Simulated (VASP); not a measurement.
Write the native input for VASP 6.6.1 that does the following.

```
Task                   : single point
Functional             : PBE
Potentials or basis    : VASP PAW PBE potentials, release 64 (Pt)
Cutoff                 : 500 eV
k mesh                 : 13 × 13 × 13
Occupations            : fermi-dirac, width 0.05 eV
Spin                   : no spin polarisation
Dipole correction      : no
Further INCAR settings : ALGO = Normal; EDIFF = 1e-06; NBANDS = 11
```

The structure of Pt lies in POSCAR:

```
Pt
1.0
    0.0000000000      1.9477392008      1.9477392008
    1.9477392008      0.0000000000      1.9477392008
    1.9477392008      1.9477392008      0.0000000000
Pt
1
Direct
    0.0000000000      0.0000000000      0.0000000000
```

The input as run:

INCAR

```
SYSTEM = Pt
PREC = Accurate
ENCUT = 500
EDIFF = 1E-6
ISMEAR = -1
SIGMA = 0.05
LREAL = .False.
LASPH = .True.
NELM = 120
ALGO = Normal
ISIF = 2
LWAVE = .False.
LCHARG = .True.
GGA = PE
LELF = .True.
LVHAR = .True.
NBANDS = 11
GGA_COMPAT = .False.
```

KPOINTS

```
regular mesh
0
Gamma
  13 13 13
  0 0 0
```

Potentials or basis: VASP PAW PBE potentials, release 64 (Pt).

Command:

```sh
$ cat potpaw_PBE.64/Pt/POTCAR > POTCAR
$ mpirun -np 1 vasp_std > vasp.out
```

It gave:

```yaml
Pressure: 15.9 GPa
Band_gap_on_the_k_mesh: zero (bands 5 and 6 overlap by 2.25 eV)
```

Caveat: the cell stands under pressure; spin-orbit coupling is left out, which moves the levels of the heavy elements.

Wall time 16 s on 1 thread of Intel Xeon 8259CL (shared host), peak memory 0.13 GiB.
